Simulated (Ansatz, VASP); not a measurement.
One calculation of Rb, two programs

```
Rb
1.0
    -2.95451    3.04315    2.73085
     2.95451   -3.04315    2.73085
     2.95451    3.04315   -2.73085
Rb
1
Direct
  0.00000 0.00000 0.00000
```

Change from the starting cell: strain +0.0300 x Voigt [0, 1, 0, 0, 0, 0], atoms carried along.

Alike in both runs: task single point; functional PBE; k mesh 12 × 12 × 12; occupations gaussian, width 0.15 eV; no spin polarisation.

|  | VASP | Ansatz |
| --- | --- | --- |
| version | VASP 6.6.1 | Ansatz 0.2.0 |
| potentials or method | VASP PAW PBE potentials, release 64 (Rb_sv), cutoff 520 eV | scalar-relativistic, plane waves, PAW |
| valence electrons in the cell | 9 | 9 |

```csv
,VASP,Ansatz,Ansatz less VASP
gap on the k mesh at the Fermi level (eV),none,none,-
pressure (GPa),-0.2,-0.2,0.00
```

A gap of «none» marks a metal or a gap that the smearing closes. With one functional, cell and mesh, what is left measures potentials, basis and numerics.
